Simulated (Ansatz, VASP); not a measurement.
Given: the input of a run of VASP 6.6.1 on GaSb.

Contents of INCAR:

```
SYSTEM = GaSb
PREC     = Accurate       ! precision mode
ENCUT    = 520            ! plane-wave cutoff, eV
EDIFF    = 1E-6           ! SCF threshold, eV
ISMEAR   = -1             ! smearing method
SIGMA    = 0.05           ! smearing width, eV
LREAL    = .FALSE.        ! projectors in reciprocal space
LASPH    = .TRUE.         ! aspherical terms in the spheres
NELM     = 80             ! most SCF steps
ALGO     = Normal         ! electronic algorithm
ISIF     = 2              ! what is computed and relaxed
LWAVE    = .FALSE.        ! write WAVECAR
LCHARG   = .FALSE.        ! write CHGCAR
GGA      = CA             ! functional
NBANDS   = 16             ! bands
```

File KPOINTS:

```
regular mesh
0
G
  10 10 10
  0 0 0
```

POSCAR

```
GaSb
1.0
   -2.8074366121      2.8074366121      1.6219052539
    2.8074366121     -2.8074366121      1.6219052539
    2.8074366121      2.8074366121     -1.6219052539
Sb Ga
1 1
Direct
    0.0000000000      0.0000000000      0.0000000000
    0.7500000000      0.2500000000      0.5000000000
```

Potentials or basis: VASP PAW LDA potentials, release 64 (Sb, Ga_d).

The run is started by

```bash
$ cat potpaw_LDA.64/Sb/POTCAR potpaw_LDA.64/Ga_d/POTCAR > POTCAR
$ mpirun -np 1 vasp_std > vasp.out
```

**Question.** Set up the same calculation for Ansatz 0.2.0. Potentials there: all-electron LAPW, scalar-relativistic.

**Answer.** As run (the cutoff follows the program's own potentials):

input.yaml

```yaml
crystal:
  lattice:
    - [-2.8074366121, 2.8074366121, 1.6219052539]
    - [2.8074366121, -2.8074366121, 1.6219052539]
    - [2.8074366121, 2.8074366121, -1.6219052539]
  atoms:
    - { symbol: Sb, position: [0.0, 0.0, 0.0] }
    - { symbol: Ga, position: [0.75, 0.25, 0.5] }
kpoints:
  mp_grid: { grid: [10, 10, 10] }
scf:
  occupations: { method: fermi_dirac, width: 0.05 }
hamiltonian:
  xc: lda
  pseudopotentials: { kind: all_electron, lapw: { basis_error: 0.001 } }
output:
  forces: true
  stress: true
  eigenvalues: true
```

Potentials or basis: all-electron LAPW, scalar-relativistic.

Launch:

```console
$ ansatz run input.yaml --threads 1 --pin off --max-ram 3072MiB --backend cpu --events-out ev --progress --plain --runs-dir out
```

Both were run:

|  | VASP | Ansatz | Ansatz less VASP |
| --- | --- | --- | --- |
| gap on the k mesh at the Fermi level (eV) | none | none | - |
| pressure (GPa) | -6.5 | -6.5 | +0.01 |

LDA's correlation is that of Perdew and Zunger in VASP and of Perdew and Wang (1992) in Ansatz. A gap of «none» marks a metal or a gap that the smearing closes. Ansatz ran all-electron here, and VASP with PAW potentials.

Neither program's run includes spin-orbit coupling.
